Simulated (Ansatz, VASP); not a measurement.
**Two plane-wave programs on CoO**

```
CELL_PARAMETERS angstrom
0.00000 2.24997 2.24997
2.24997 0.00000 2.24997
2.24997 2.24997 0.00000
ATOMIC_POSITIONS crystal
Co 0.00000 0.00000 0.00000
O 0.25000 0.25000 0.25000
```

Alike in both runs: task single point; functional PBE; k mesh 16 × 16 × 16; occupations gaussian, width 0.05 eV; collinear spin; Hubbard terms Co d U = 5.0 eV.

```csv
,VASP,Ansatz
version,VASP 6.6.1,Ansatz 0.2.0
potentials or method,"VASP PAW PBE potentials, release 64 (Co_sv, O), cutoff 600 eV","scalar-relativistic, plane waves, PAW"
valence electrons in the cell,23,23
```

|  | VASP | Ansatz | Ansatz less VASP |
| --- | --- | --- | --- |
| gap on the k mesh at the Fermi level (eV) | 0.61 | 0.60 | -0.006 |
| least direct gap on the mesh (eV) | 0.61 | 0.60 | -0.006 |
| pressure (GPa) | 13.5 | 17.1 | +3.69 |
| net moment per atom (μB) | 1.50 | 1.50 | 0.000 |
| size of the moment on the site where the two differ most (μB) | 2.66 | 2.47 | -0.184 |

Site moments also hang on the region over which each program counts them. The programs project onto different local orbitals, so the same U acts differently, and such runs can settle in different states.
